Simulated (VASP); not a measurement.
# RbBr (Fm-3m) in VASP: a series of runs

Runs on RbBr. Level: PBE. Tasks: single point.

Everything below comes from runs of VASP 6.6.1. Logs are shortened: lines on timing, memory, paths and dates and some standing lists are left out, and cuts for length are marked.

**1. The cell of the first run**

The structure is cubic, space group Fm-3m (No. 225). Conventional cell: a = 6.762 Å, b = 6.762 Å, c = 6.762 Å, α = 90.00°, β = 90.00°, γ = 90.00°. Rb (site symmetry m-3m) has 6 Br at 3.38 Å within 4.4 Å. Br (site symmetry m-3m) has 6 Rb at 3.38 Å within 4.4 Å.

**2. Single point, PBE (38.65 Å³/atom)**

The input, INCAR:

```
SYSTEM = RbBr
PREC = Accurate
ENCUT = 520
EDIFF = 1E-7
ISMEAR = -1
SIGMA = 0.02
LREAL = .False.
LASPH = .True.
NELM = 100
ALGO = Normal
ISIF = 2
LWAVE = .False.
LCHARG = .False.
GGA = PE
NBANDS = 15
```

The input, KPOINTS:

```
Automatic mesh
0
Gamma
  6 6 6
  0 0 0
```

The input, POSCAR:

```
RbBr
1.0
    0.0000000000      3.3811767539      3.3811767539
    3.3811767539      0.0000000000      3.3811767539
    3.3811767539      3.3811767539      0.0000000000
Rb Br
1 1
Direct
    0.0000000000      0.0000000000      0.0000000000
    0.5000000000      0.5000000000      0.5000000000
```

Potentials or basis: VASP PAW PBE potentials, release 64 (Rb_sv, Br).

Run with:

```sh
> cat potpaw_PBE.64/Rb_sv/POTCAR potpaw_PBE.64/Br/POTCAR > POTCAR
> mpirun -np 1 vasp_std > vasp.out
```

OUTCAR:

```text
SYSTEM = RbBr
   PREC = Accurate
   ENCUT = 520
   EDIFF = 1E-7
   ISMEAR = -1
   LREAL = .False.
   LASPH = .True.
   NELM = 100
   ISIF = 2
   GGA = PE

 ion  position               nearest neighbor table
   1  0.000  0.000  0.000-   2 3.38   2 3.38   2 3.38   2 3.38   2 3.38   2 3.38
   2  0.500  0.500  0.500-   1 3.38   1 3.38   1 3.38   1 3.38   1 3.38   1 3.38

  LATTYP: Found a face centered cubic cell.
 ALAT       =     6.7623535078

  Lattice vectors:

 A1 = (   0.0000000000,   3.3811767539,   3.3811767539)
 A2 = (   3.3811767539,   0.0000000000,   3.3811767539)
 A3 = (   3.3811767539,   3.3811767539,   0.0000000000)

Analysis of symmetry for initial positions (statically):
=====================================================================
 Subroutine PRICEL returns:
 Original cell was already a primitive cell.

 Routine SETGRP: Setting up the symmetry group for a
 face centered cubic supercell.

 Subroutine GETGRP returns: Found 48 space group operations
 (whereof 48 operations were pure point group operations)
 out of a pool of 48 trial point group operations.

The static configuration has the point symmetry O_h .

Analysis of symmetry for dynamics (positions and initial velocities):
=====================================================================
 Subroutine PRICEL returns:
 Original cell was already a primitive cell.

 Routine SETGRP: Setting up the symmetry group for a
 face centered cubic supercell.

 Subroutine GETGRP returns: Found 48 space group operations
 (whereof 48 operations were pure point group operations)
 out of a pool of 48 trial point group operations.

The dynamic configuration has the point symmetry O_h .

 Subroutine INISYM returns: Found 48 space group operations
 (whereof 48 operations are pure point group operations),
 and found     1 'primitive' translations

----------------------------------------------------------------------------------------

                                     Primitive cell

  volume of cell :      77.3096

  direct lattice vectors                    reciprocal lattice vectors
     0.000000000  3.381176754  3.381176754    -0.147877510  0.147877510  0.147877510
     3.381176754  0.000000000  3.381176754     0.147877510 -0.147877510  0.147877510
     3.381176754  3.381176754  0.000000000     0.147877510  0.147877510 -0.147877510

  length of vectors
     4.781706022  4.781706022  4.781706022     0.256131361  0.256131361  0.256131361

  position of ions in fractional coordinates (direct lattice)
     0.000000000  0.000000000  0.000000000
     0.500000000  0.500000000  0.500000000

  ion indices of the primitive-cell ions
   primitive index   ion index
                 1           1
                 2           2

----------------------------------------------------------------------------------------

 KPOINTS: Automatic mesh

Automatic generation of k-mesh.
 Grid dimensions read from file:
 generate k-points for:    6    6    6

 Generating k-lattice:

  Cartesian coordinates                     Fractional coordinates (reciprocal lattice)
    -0.024646252  0.024646252  0.024646252     0.166666667  0.000000000  0.000000000
     0.024646252 -0.024646252  0.024646252     0.000000000  0.166666667  0.000000000
     0.024646252  0.024646252 -0.024646252     0.000000000  0.000000000  0.166666667

  Length of vectors
     0.042688560  0.042688560  0.042688560

  Shift w.r.t. Gamma in fractional coordinates (k-lattice)
     0.000000000  0.000000000  0.000000000

 Subroutine IBZKPT returns following result:
 ===========================================

 Found     16 irreducible k-points:

 Following reciprocal coordinates:
            Coordinates               Weight
  0.000000  0.000000  0.000000      1.000000
  0.166667  0.000000  0.000000      8.000000
  0.333333  0.000000  0.000000      8.000000
  0.500000  0.000000  0.000000      4.000000
  0.166667  0.166667  0.000000      6.000000
  0.333333  0.166667  0.000000     24.000000
[... 8 lines left out ...]
 -0.333333  0.333333  0.166667     24.000000
 -0.333333  0.500000  0.166667     12.000000
   k-points           NKPTS =     16   k-points in BZ     NKDIM =     16   number of bands    NBANDS=     15
   number of dos      NEDOS =    301   number of ions     NIONS =      2
   total plane-waves  NPLWV =  46656
   dimension x,y,z NGX =    36 NGY =   36 NGZ =   36
   dimension x,y,z NGXF=    72 NGYF=   72 NGZF=   72
   ions per type =               1   1
   NGX,Y,Z   is equivalent  to a cutoff of  12.52, 12.52, 12.52 a.u.
   NGXF,Y,Z  is equivalent  to a cutoff of  25.03, 25.03, 25.03 a.u.
 SYSTEM =  RbBr
   PREC   = accura    normal or accurate (medium, high low for compatibility)
   ISTART =      0    job   : 0-new  1-cont  2-samecut
   ICHARG =      2    charge: 1-file 2-atom 10-const
   ISPIN  =      1    spin polarized calculation?
   LNONCOLLINEAR =      F non collinear calculations
   LSORBIT =      F    spin-orbit coupling
   LASPH  =      T    aspherical Exc in radial PAW
   ENCUT  =  520.0 eV  38.22 Ry    6.18 a.u.   8.89  8.89  8.89*2*pi/ulx,y,z
   NELM   =    100;   NELMIN=  2; NELMDL= -5     # of ELM steps
   EDIFF  = 0.1E-06   stopping-criterion for ELM
   LREAL  =      F    real-space projection
   EDIFFG = 0.1E-05   stopping-criterion for IOM
   NSW    =      0    number of steps for IOM
   IBRION =     -1    ionic relax: 0-MD 1-quasi-New 2-CG
   NFREE  =      0    steps in history (QN), initial steepest desc. (CG)
   ISIF   =      2    stress and relaxation
   ISYM   =      2    0-nonsym 1-usesym 2-fastsym
   POTIM  = 0.5000    time-step for ionic-motion
   TEBEG  =    0.0;   TEEND  =   0.0 temperature during run
   PSTRESS=    0.0 pullay stress
   NELECT =      16.0000    total number of electrons
   NUPDOWN=      -1.0000    fix difference up-down
   EMIN   =  10.00;   EMAX   =-10.00  energy-range for DOS
   EFERMI =   0.00;   METHOD = LEGACY
   ISMEAR =    -1;   SIGMA  =   0.02  broadening in eV -4-tet -1-fermi 0-gaus
   EFERMI_NEDOS =   21; number of points for ismear=-14 and -15
   IALGO  =     38    algorithm
   IMIX   =      4    mixing-type and parameters
     AMIX     =   0.40;   BMIX     =  1.00
     AMIX_MAG =   1.60;   BMIX_MAG =  1.00
  volume/ion in A,a.u.               =      38.65       260.86
  Fermi-wavevector in a.u.,A,eV,Ry     =   0.968360  1.829936 12.758476  0.937722
  Thomas-Fermi vector in A             =   2.098323
   LORBIT       =      0    0 simple, 1 ext, 2 COOP (PROOUT), +10 PAW based schemes
   GGA     = PE    functional components
   LHFCALC =     F    Hartree Fock is set to
   AEXX    =    0.0000 exact exchange contribution
   IVDW    =     0    specifies the selected vdW correction
   LEPSILON=     F    determine dielectric tensor
   LRPA    =     F    only Hartree local field effects (RPA)
 non-spin polarized calculation
  energy-cutoff  :      520.00
  volume of cell :       77.31
 maximum number of plane-waves:      2100
   NGX = 17   NGY = 17   NGZ = 17

 number of electron      16.0000003 magnetization

 Free energy of the ion-electron system (eV)
  ---------------------------------------------------
  ext. energy  EPLUGINS =         0.00000000
  ---------------------------------------------------
  free energy    TOTEN  =        -6.06969592 eV

  energy without entropy =       -6.06969592  energy(sigma->0) =       -6.06969592

 E-fermi :  -1.1076     XC(G=0):  -7.3951

 val. band max:       -1.5938434825   @ k =   0.0000   0.0000   0.0000
 cond. band min:       2.8737568012   @ k =   0.0000   0.0000   0.0000
 fundamental gap:      4.4676002837
 Fermi energy:        -1.1075973859

 k-point     1 :       0.0000    0.0000    0.0000
  band No.  band energies     occupation
      1     -25.9263      2.00000
      2     -13.8172      2.00000
      3     -10.0066      2.00000
      4     -10.0066      2.00000
      5     -10.0066      2.00000
      6      -1.5938      2.00000
      7      -1.5938      2.00000
      8      -1.5938      2.00000
      9       2.8738      0.00000
     10       5.6930      0.00000
     11       5.6930      0.00000
     12       5.6930      0.00000
     13       6.6102      0.00000
     14       6.6102      0.00000
     15       9.4922      0.00000

 k-point     2 :       0.1667    0.0000    0.0000
  band No.  band energies     occupation
      1     -25.9234      2.00000
      2     -13.8308      2.00000
      3     -10.0086      2.00000
      4     -10.0086      2.00000
      5      -9.9913      2.00000
      6      -1.9212      2.00000
      7      -1.6996      2.00000
      8      -1.6996      2.00000
      9       3.5415      0.00000
     10       5.5681      0.00000
     11       6.0351      0.00000
     12       6.0351      0.00000
     13       7.0456      0.00000
     14       7.0456      0.00000
     15      10.5223      0.00000

 k-point     3 :       0.3333    0.0000    0.0000
  band No.  band energies     occupation
      1     -25.9174      2.00000
      2     -13.8576      2.00000
      3     -10.0126      2.00000
      4     -10.0126      2.00000
      5      -9.9607      2.00000
      6      -2.4378      2.00000
      7      -1.8963      2.00000
      8      -1.8963      2.00000
      9       4.7971      0.00000
     10       5.7896      0.00000
     11       6.9895      0.00000
     12       6.9895      0.00000
     13       8.1318      0.00000
     14       8.1318      0.00000
     15      10.2325      0.00000

 k-point     4 :       0.5000    0.0000    0.0000
  band No.  band energies     occupation
      1     -25.9145      2.00000
      2     -13.8708      2.00000
      3     -10.0145      2.00000
      4     -10.0145      2.00000
      5      -9.9456      2.00000
      6      -2.6548      2.00000
      7      -1.9882      2.00000
      8      -1.9882      2.00000
      9       5.3241      0.00000
     10       6.2639      0.00000
     11       8.0160      0.00000
     12       8.0160      0.00000
     13       8.7023      0.00000
     14       8.7023      0.00000
     15       9.5945      0.00000
[... 163 lines left out ...]
 k-point    14 :       0.5000    0.3333    0.1667
  band No.  band energies     occupation
      1     -25.9138      2.00000
      2     -13.8194      2.00000
      3     -10.0994      2.00000
      4     -10.0704      2.00000
      5      -9.9966      2.00000
      6      -2.3222      2.00000
      7      -1.9384      2.00000
      8      -1.8290      2.00000
      9       4.9586      0.00000
     10       5.4378      0.00000
     11       7.3322      0.00000
     12       7.9735      0.00000
     13       8.1682      0.00000
     14       8.4783      0.00000
     15       9.5598      0.00000

 k-point    15 :      -0.3333    0.3333    0.1667
  band No.  band energies     occupation
      1     -25.9119      2.00000
      2     -13.8117      2.00000
      3     -10.1216      2.00000
      4     -10.1111      2.00000
      5      -9.9826      2.00000
      6      -2.2803      2.00000
      7      -1.9605      2.00000
      8      -1.9448      2.00000
      9       5.4981      0.00000
     10       5.7122      0.00000
     11       7.1352      0.00000
     12       7.3684      0.00000
     13       8.7604      0.00000
     14       9.5052      0.00000
     15       9.6058      0.00000

 k-point    16 :      -0.3333    0.5000    0.1667
  band No.  band energies     occupation
      1     -25.9111      2.00000
      2     -13.7832      2.00000
      3     -10.1885      2.00000
      4     -10.1236      2.00000
      5     -10.0098      2.00000
      6      -2.0399      2.00000
      7      -2.0208      2.00000
      8      -1.8641      2.00000
      9       4.7108      0.00000
     10       6.4483      0.00000
     11       6.4894      0.00000
     12       7.5125      0.00000
     13       8.5333      0.00000
     14       9.4315      0.00000
     15       9.9761      0.00000

------------------------ aborting loop because EDIFF is reached ----------------------------------------

  FORCE on cell =-STRESS in cart. coord.  units (eV):
  Direction    XX          YY          ZZ          XY          YZ          ZX
  --------------------------------------------------------------------------------------
  -------------------------------------------------------------------------------------
  Total        0.8560706      0.8560706      0.8560706     -0.0000000     -0.0000000      0.0000000
  in kB       17.7413445     17.7413445     17.7413445     -0.0000000     -0.0000000      0.0000000
  external PRESSURE =      17.7413445 kB  Pullay stress =       0.0000000 kB

 VOLUME and BASIS-vectors are now :
 -----------------------------------------------------------------------------
  energy-cutoff  :      520.00
  volume of cell :       77.31
      direct lattice vectors                 reciprocal lattice vectors
     0.000000000  3.381176754  3.381176754    -0.147877510  0.147877510  0.147877510
     3.381176754  0.000000000  3.381176754     0.147877510 -0.147877510  0.147877510
     3.381176754  3.381176754  0.000000000     0.147877510  0.147877510 -0.147877510

 POSITION                                       TOTAL-FORCE (eV/Angst)
 -----------------------------------------------------------------------------------
      0.00000      0.00000      0.00000        -0.000000      0.000000      0.000000
      3.38118      3.38118      3.38118         0.000000     -0.000000     -0.000000
 -----------------------------------------------------------------------------------
    total drift:                                0.000000      0.000000      0.000000

  FREE ENERGIE OF THE ION-ELECTRON SYSTEM (eV)
  ---------------------------------------------------
  free  energy   TOTEN  =        -6.0696959183 eV

  energy  without entropy=       -6.0696959183  energy(sigma->0) =       -6.06969592
```

Wall time 11 s (1 thread of Intel Xeon Platinum 8488C (Sapphire Rapids), shared host); peak memory 0.21 GiB.

Results:

```yaml
Free_energy: -6.0697 eV
Pressure: 1.8 GPa
Band_gap_on_the_k_mesh: 4.47 eV
```

(Part 1 of 2 ends here.)
